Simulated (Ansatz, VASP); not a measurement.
TiTe2 in VASP and in Ansatz

```
Ti Te
1.0
     3.70641   -0.03777   -0.03565
    -1.88591    3.26651    0.00000
    -0.06134   -0.03541    6.44270
Ti Te
1 2
Cartesian
  0.0000 0.0000 0.0000
  1.7975 1.0378 1.6839
  -0.0383 2.1556 4.7231
```

Alike in both runs: task single point; functional PBE; k mesh 15 × 15 × 8; occupations gaussian, width 0.1 eV; no spin polarisation.

|  | VASP | Ansatz |
| --- | --- | --- |
| version | VASP 6.6.1 | Ansatz 0.2.0 |
| potentials or method | VASP PAW PBE potentials, release 64 (Ti_sv, Te), cutoff 520 eV | scalar-relativistic, plane waves, PAW |
| valence electrons in the cell | 24 | 44 |

Ansatz gave:

| Property | Result |
| --- | --- |
| gap on the k mesh at the Fermi level (eV) | none |
| pressure (GPa) | 3.1 |
| traceless stress, the component that is largest in VASP (GPa) | 2.68 |
| rms of the force components (eV/Å) | 0.221 |

Q: Estimate VASP's values.

A: gap on the k mesh at the Fermi level (eV): none; pressure (GPa): 3.0; traceless stress, the component that is largest in VASP (GPa): 2.67; rms of the force components (eV/Å): 0.223.

Atom by atom the forces differ by 0.004 eV/Å (rms over components). A gap of «none» marks a metal or a gap that the smearing closes. VASP's potentials hold 24 valence electrons a cell and Ansatz's 44, so a difference there can come from the potentials and not from the codes. Ansatz's warnings: structure snapped to symmetry.

Spin-orbit coupling is off throughout.
